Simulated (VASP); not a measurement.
Wanted: the native input for a VASP 6.6.1 run.

* Task: single point
* Functional: PBE
* Potentials or basis: VASP PAW PBE potentials, release 64 (C)
* Cutoff: 520 eV
* k mesh: 30 × 30 × 32
* Occupations: gaussian, width 0.1 eV
* Spin: no spin polarisation
* Dipole correction: no
* Further INCAR settings: ALGO = Normal; EDIFF = 1e-06; NBANDS = 8

The structure of C lies in POSCAR:

```
C
1.0
    1.8106891714      0.0000000000      0.0000000000
    0.0000000000      1.8106891714      0.0000000000
    0.0000000000      0.0000000000      1.7038604702
C
1
Direct
    0.5000000000      0.5000000000      0.0000000000
```

These files were run (other wordings do the same):

INCAR

```
SYSTEM = C
PREC = Accurate
ENCUT = 520
EDIFF = 1E-6
ISMEAR = 0
SIGMA = 0.1
LREAL = .False.
LASPH = .True.
NELM = 60
ALGO = Normal
ISIF = 2
LWAVE = .False.
LCHARG = .False.
GGA = PE
NBANDS = 8
```

KPOINTS

```
regular mesh
0
Gamma
  30 30 32
  0 0 0
```

Potentials or basis: VASP PAW PBE potentials, release 64 (C).

The run is started by

```console
$ cat potpaw_PBE.64/C/POTCAR > POTCAR
$ mpirun -np 1 vasp_std > vasp.out
```

It gave:

| Quantity | Value |
| --- | --- |
| Pressure | 0.2 GPa |
| Band gap on the k mesh | zero (band 2 reaches 19.25 eV, above the bottom of band 3 at 6.59 eV) |

Wall time 32 s on 1 thread of AMD EPYC 9R45 96-Core Processor (Zen 5), on a shared host, peak memory 0.15 GiB.
